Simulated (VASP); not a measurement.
The system is SnSe.

```
Sn Se
1.0
     0.00000    2.88203    3.03033
     2.88203    0.00000    3.03033
     2.88203    2.88203    0.00000
Sn Se
1 1
Direct
  0.00000 0.00000 0.00000
  0.50000 0.50000 0.50000
```

This cell differs from its parent crystal: epitaxial xy strain -4.0%.

Base run:

* Program: VASP 6.6.1
* Functional: r2SCAN
* Potentials or basis: VASP PAW PBE potentials, release 64 (Sn_d, Se)
* Cutoff: 550 eV
* k mesh: 8 × 8 × 8
* Occupations: fermi-dirac, width 0.02 eV
* Spin: no spin polarisation

Its results: band gap on the k mesh 0.72 eV, indirect (least direct gap 0.83 eV); pressure 5.3 GPa.

**Question.** The run is repeated on the same cell with these changes: functional from r2SCAN to PBE; cutoff from 550 eV to 500 eV. What comes out?

**Answer.** Band gap on the k mesh 0.63 eV, indirect (least direct gap 0.70 eV); pressure 6.4 GPa.

Caveats: spin-orbit coupling is left out, which moves the levels of the heavy elements; the PAW data sets were made with another functional, which shifts forces and pressure a little (some runs).

A k mesh can miss the band edges.
